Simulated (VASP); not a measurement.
# Li: single point with PBE

Li:

```xyz
1
Lattice="14.0000 0.0000 0.0000 0.0000 14.4000 0.0000 0.0000 0.0000 14.8000" Properties=species:S:1:pos:R:3 pbc="T T T"
Li    7.0000    7.2000    7.4000
```

| Item | Value |
| --- | --- |
| Program | VASP 6.6.1 |
| Task | single point |
| Functional | PBE |
| Potentials or basis | VASP PAW PBE potentials, release 64 (Li_sv) |
| Cutoff | 650 eV |
| k mesh | 1 × 1 × 1 |
| Occupations | fermi-dirac, width 0.01 eV |
| Spin | collinear spin |
| Starting moments | [1.0] μB |

The pressure is 0.0 GPa. The band gap on the k mesh is 1.88 eV and the net moment is 1.00 μB per cell. The site moments are Li +0.06 μB and the valence electrons inside the program's atomic spheres are Li 2.04.

Levels at points of the mesh, in eV from the valence-band top:
Spin up:
| k point | band 1 | band 2 | band 3 | band 4 | band 5 | band 6 |
| --- | --- | --- | --- | --- | --- | --- |
| (0.00, 0.00, 0.00) | -48.53 | 0.00 | 1.88 | 1.88 | 1.88 | 2.91 |
Spin down:
```tsv
k point	band 1	band 2	band 3	band 4
(0.00, 0.00, 0.00)	-48.30	3.19	3.52	3.92
```

Run time: 9.7 min on 1 thread of AMD EPYC 7R13 Processor (Zen 3), with other jobs on the host, peak memory 3.7 GiB.
